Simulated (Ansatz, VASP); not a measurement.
One calculation of BiOs, two programs

File INCAR:

```
PREC = Accurate
ENCUT = 520
EDIFF = 1E-7
ISMEAR = -4
SIGMA = 0.1
LREAL = False
LASPH = True
NELM = 100
ALGO = Normal
ISIF = 2
LWAVE = False
LCHARG = True
GGA = PE
LELF = True
LVHAR = True
NBANDS = 18
```

KPOINTS

```
Automatic mesh
0
Gamma
  10 10 10
```

POSCAR

```
BiOs
1.0
    0.0000000000      2.7958475025      2.7958475025
    2.7958475025      0.0000000000      2.7958475025
    2.7958475025      2.7958475025      0.0000000000
Os Bi
1 1
Direct
    0.5000000000      0.5000000000      0.5000000000
    0.0000000000      0.0000000000      0.0000000000
```

Input for Ansatz:

```yaml
crystal:
  lattice:
    - [0.0, 2.7958475025, 2.7958475025]
    - [2.7958475025, 0.0, 2.7958475025]
    - [2.7958475025, 2.7958475025, 0.0]
  atoms:
    - { symbol: Os, position: [0.5, 0.5, 0.5] }
    - { symbol: Bi, position: [0.0, 0.0, 0.0] }
basis:
  ecutwfc: 420
  ecutrho_ratio: 4
kpoints:
  mp_grid: { grid: [10, 10, 10] }
hamiltonian:
  xc: pbe
scf:
  occupations: { method: tetrahedron_uncorrected }
output:
  forces: true
  stress: true
  write_density: true
  write_potential: true
  elf: true
  volumetric_format: npy
accuracy: high
```

Alike in both runs: task single point; functional PBE; k mesh 10 × 10 × 10; no spin polarisation.

|  | VASP | Ansatz |
| --- | --- | --- |
| version | VASP 6.6.1 | Ansatz 0.2.0 |
| potentials or method | VASP PAW PBE potentials, release 64 (Os, Bi_d), cutoff 520 eV | scalar-relativistic, plane waves, PAW |
| occupations | tetrahedron | tetrahedron-uncorrected |
| valence electrons in the cell | 23 | 31 |

Ansatz gave:

| Property | Result |
| --- | --- |
| gap on the k mesh at the Fermi level (eV) | none |
| pressure (GPa) | 0.4 |

Q: Which values does VASP return?

A: gap on the k mesh at the Fermi level (eV): none; pressure (GPa): 0.5.

A gap of «none» marks a metal or a gap that the smearing closes. VASP's potentials hold 23 valence electrons a cell and Ansatz's 31, so a difference there can come from the potentials and not from the codes. Ansatz's warnings: band table not solved further.

Neither program's run includes spin-orbit coupling.
